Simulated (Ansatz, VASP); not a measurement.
Ge: VASP beside Ansatz

The input INCAR:

```
ALGO = Normal ; EDIFF = 1E-6
ENCUT = 520 ; GGA = RE
ISIF = 2 ; ISMEAR = -1
LASPH = T ; LCHARG = F
LREAL = F ; LWAVE = F
NBANDS = 13 ; NELM = 60
PREC = Accurate ; SIGMA = 0.1
```

File KPOINTS:

```
k-points
0
Gamma
  15 15 15
```

Contents of POSCAR:

```
Ge
1.0
   -1.6301608588      1.6301608588      1.6301608588
    1.6301608588     -1.6301608588      1.6301608588
    1.6301608588      1.6301608588     -1.6301608588
Ge
1
Direct
    0.0000000000      0.0000000000      0.0000000000
```

Input for Ansatz:

```yaml
crystal:
  lattice:
    - [-1.6301608588, 1.6301608588, 1.6301608588]
    - [1.6301608588, -1.6301608588, 1.6301608588]
    - [1.6301608588, 1.6301608588, -1.6301608588]
  atoms:
    - { symbol: Ge, position: [0.0, 0.0, 0.0] }
hamiltonian:
  xc: revpbe
  pseudopotentials:
    kind: paw
    azcp:
      Ge: "pseudopotentials/Ge.paw.azcp"
basis:
  ecutwfc: 420
  fft_grid_basis: typed
kpoints:
  mp_grid: { grid: [15, 15, 15], shift: [0, 0, 0] }
magnetization:
  spin_polarized: false
scf:
  occupations: { method: fermi_dirac, width: 0.1 }
  lower_state_search: "off"
output:
  stress: true
```

Alike in both runs: task single point; functional revPBE; k mesh 15 × 15 × 15; occupations fermi-dirac, width 0.1 eV; no spin polarisation.

|  | VASP | Ansatz |
| --- | --- | --- |
| version | VASP 6.6.1 | Ansatz 0.2.0 |
| potentials or method | VASP PAW PBE potentials, release 64 (Ge_d), cutoff 520 eV | plane waves (420 eV) with PAW, scalar-relativistic |
| valence electrons in the cell | 14 | 14 |

```csv
,VASP,Ansatz,Ansatz less VASP
pressure (GPa),9.5,9.5,+0.05
```

VASP's potentials were made for PBE, not for revPBE. The functional is the same, so the differences come from potentials, cutoffs and numerics.
